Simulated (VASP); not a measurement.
A run of VASP 6.6.1:

File INCAR:

```
ALGO     = Normal         # electronic algorithm
EDIFF    = 1E-6           # SCF threshold, eV
ENCUT    = 500            # plane-wave cutoff, eV
GGA      = PE             # functional
GGA_COMPAT= F            
ISIF     = 2              # what is computed and relaxed
ISMEAR   = -1             # smearing method
LASPH    = T              # aspherical terms in the spheres
LCHARG   = T              # write CHGCAR
LELF     = T              # ELF
LREAL    = F              # projectors in reciprocal space
LVHAR    = T            
LWAVE    = F              # write WAVECAR
NBANDS   = 10             # bands
NELM     = 120            # most SCF steps
PREC     = Accurate       # precision mode
SIGMA    = 0.0346         # smearing width, eV
```

File KPOINTS:

```
k-points
0
Gamma
  6 6 6
```

POSCAR

```
K
1.0
   -2.2878280000      2.2878280000      1.8836840000
    2.2878280000     -2.2878280000      1.8836840000
    2.2878280000      2.2878280000     -1.8836840000
K
1
Direct
    0.0000000000      0.0000000000      0.0000000000
```

Potentials or basis: VASP PAW PBE potentials, release 64 (K_sv).

Command:

```console
$ cat potpaw_PBE.64/K_sv/POTCAR > POTCAR
$ mpirun -np 1 vasp_std > vasp.out
```

Hardware: 1 thread of Intel Xeon 8259CL (shared host).

How long does it take, and how much memory?

Wall time 20 s on 1 thread of Intel Xeon 8259CL, on a shared host, peak memory 0.15 GiB. Counts: scf iterations 11, k points 30.
